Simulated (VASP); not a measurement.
Crystal: Pt.

```
Pt
1.0
     0.00000    1.95695    1.95695
     1.95695    0.00000    1.95695
     1.95695    1.95695    0.00000
Pt
1
Direct
  0.00000 0.00000 0.00000
```

```yaml
Program: VASP 6.6.1
Task: relaxation of cell and atoms
Functional: PBE
Potentials_or_basis: VASP PAW PBE potentials, release 64 (Pt)
Cutoff: 500 eV
k_mesh: 8 × 8 × 8
Occupations: gaussian, width 0.1 eV
Spin: no spin polarisation
```

At the start: pressure 10.7 GPa; volume 14.99 Å³/atom.

**Question.** How do energy, volume and symmetry change on relaxing?

**Answer.** Over 3 steps the energy falls by 18.7 meV/atom and the volume is 15.60 Å³/atom (+4.1 %); space group Fm-3m (No. 225, to 0.05 Å).

Step by step:
| step | energy change (eV) | largest force (eV/Å) | pressure (GPa) | volume (Å³) |
| --- | --- | --- | --- | --- |
| 1 | 0.0000 | 0.0000 | 10.72 | 14.99 |
| 2 | 0.0954 | 0.0000 | -19.00 | 17.27 |
| 3 | -0.0187 | 0.0000 | -0.38 | 15.60 |

Final structure:
```cif
data_structure
_symmetry_space_group_name_H-M 'P 1'
_symmetry_Int_Tables_number 1
_cell_length_a 2.8045
_cell_length_b 2.8045
_cell_length_c 2.8045
_cell_angle_alpha 60.000
_cell_angle_beta 60.000
_cell_angle_gamma 60.000
_cell_volume 15.60
loop_
_atom_site_label
_atom_site_type_symbol
_atom_site_fract_x
_atom_site_fract_y
_atom_site_fract_z
_atom_site_occupancy
Pt1 Pt 0.00000 0.00000 0.00000 1
```
